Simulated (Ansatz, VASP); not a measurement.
# Two plane-wave programs on BN

```xyz
4
Lattice="2.5602 0.0000 0.0000 -1.2801 2.2172 0.0000 0.0000 0.0000 4.2349" Properties=species:S:1:pos:R:3 pbc="T T T"
B     1.2801    0.7391    0.0007
B     0.0000    1.4782    2.1181
N     1.2801    0.7391    1.5874
N     0.0000    1.4782    3.7048
```

Alike in both runs: functional r2SCAN; k mesh 12 × 12 × 8; occupations fermi-dirac, width 0.02 eV; no spin polarisation.

Ansatz relaxed the structure, and its values are those at the end. VASP's run is a single point on that final structure, the one shown.

|  | VASP | Ansatz |
| --- | --- | --- |
| version | VASP 6.6.1 | Ansatz 0.2.0 |
| potentials or method | VASP PAW PBE potentials, release 64 (B_h, N_h), cutoff 910 eV | PAW plane waves |
| valence electrons in the cell | 16 | 16 |

|  | VASP | Ansatz | Ansatz less VASP |
| --- | --- | --- | --- |
| gap on the k mesh at the Fermi level (eV) | 5.77 | 5.77 | +0.009 |
| rms of the force components (eV/Å) | 0.005 | 0.005 | -0.0005 |

VASP's potentials were made for PBE, not for r2SCAN. With one functional, cell and mesh, what is left measures potentials, basis and numerics. Ansatz's warnings: stress scf threshold loose.

Noted on VASP's run: the cutoff is short for stress, so the pressure is rough.
